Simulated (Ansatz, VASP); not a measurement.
# MgB2: VASP beside Ansatz

The input INCAR:

```
PREC = Accurate ; ENCUT = 600
EDIFF = 1E-6 ; ISMEAR = -1
SIGMA = 0.15 ; LREAL = False
LASPH = True ; NELM = 60
ALGO = Normal ; ISIF = 3
LWAVE = False ; LCHARG = False
GGA = CA ; IBRION = 2
NSW = 80 ; EDIFFG = -0.001
```

The input KPOINTS:

```
Automatic mesh
0
Gamma
  15 15 12
```

The input POSCAR:

```
MgB2
1.0
    3.0343890832      0.0000000000      0.0000000000
   -1.5171945416      2.6278580311      0.0000000000
    0.0000000000      0.0000000000      3.4597428529
Mg B
1 2
Direct
    0.0000000000      0.0000000000      0.0000000000
    0.3333333333      0.6666666667      0.5000000000
    0.6666666667      0.3333333333      0.5000000000
```

Input for Ansatz:

```yaml
crystal:
  lattice:
    - [3.0343890832, 0.0, 0.0]
    - [-1.5171945416, 2.6278580311, 0.0]
    - [0.0, 0.0, 3.4597428529]
  atoms:
    - { symbol: Mg, position: [0.0, 0.0, 0.0] }
    - { symbol: B, position: [0.3333333333, 0.6666666667, 0.5] }
    - { symbol: B, position: [0.6666666667, 0.3333333333, 0.5] }
basis:
  ecutwfc: 420
kpoints:
  mp_grid: { grid: [15, 15, 12] }
hamiltonian:
  xc: lda
scf:
  occupations: { method: fermi_dirac, width: 0.15 }
output:
  forces: true
  stress: true
  eigenvalues: true
relax:
  adjacent_minimum: "off"
  f_tol: 0.001
  max_steps: 60
  cell: { stress_tol: 0.01 }
```

Alike in both runs: task relaxation of cell and atoms; functional LDA; k mesh 15 × 15 × 12; occupations fermi-dirac, width 0.15 eV; no spin polarisation.

|  | VASP | Ansatz |
| --- | --- | --- |
| version | VASP 6.6.1 | Ansatz 0.2.0 |
| potentials or method | VASP PAW LDA potentials, release 64 (Mg, B), cutoff 600 eV | scalar-relativistic, plane waves, PAW |
| valence electrons in the cell | 8 | 16 |

```tsv
	VASP	Ansatz	Ansatz less VASP
gap on the k mesh at the Fermi level, each at its own relaxed structure (eV)	none	none	-
relaxed volume (Å³/atom)	9.16	9.20	+0.037
relaxed length of the cell vector where the two differ most in proportion (Å)	3.448	3.455	+0.0072
```

LDA's correlation is that of Perdew and Zunger in VASP and of Perdew and Wang (1992) in Ansatz. A gap of «none» marks a metal or a gap that the smearing closes. VASP's potentials hold 8 valence electrons a cell and Ansatz's 16, so a difference there can come from the potentials and not from the codes.
